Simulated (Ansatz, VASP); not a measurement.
# CuO in VASP and in Ansatz

```
CELL_PARAMETERS angstrom
0.00000 -2.11656 -2.11656
-2.11656 0.00000 -2.11656
2.11656 2.11656 -4.23312
ATOMIC_POSITIONS crystal
Cu 0.50389 0.47699 0.48801
Cu 0.00389 0.97699 0.98801
O 0.74611 0.77301 0.76199
O 0.24611 0.27301 0.26199
```

Alike in both runs: task relaxation of cell and atoms; functional PBE; k mesh 8 × 8 × 5; occupations fermi-dirac, width 0.05 eV; no spin polarisation.

|  | VASP | Ansatz |
| --- | --- | --- |
| version | VASP 6.6.1 | Ansatz 0.2.0 |
| potentials or method | VASP PAW PBE potentials, release 64 (Cu, O), cutoff 600 eV | all-electron LAPW, scalar-relativistic |

|  | VASP | Ansatz | Ansatz less VASP |
| --- | --- | --- | --- |
| relaxed volume (Å³/atom) | 9.56 | 9.55 | -0.011 |
| relaxed cell length with the largest relative difference (Å) | 3.008 | 3.003 | -0.0048 |

Ansatz ran all-electron here, and VASP with PAW potentials.

Noted on Ansatz's run: the k mesh is thin for a metal, which can move the energy by tens of meV per atom.
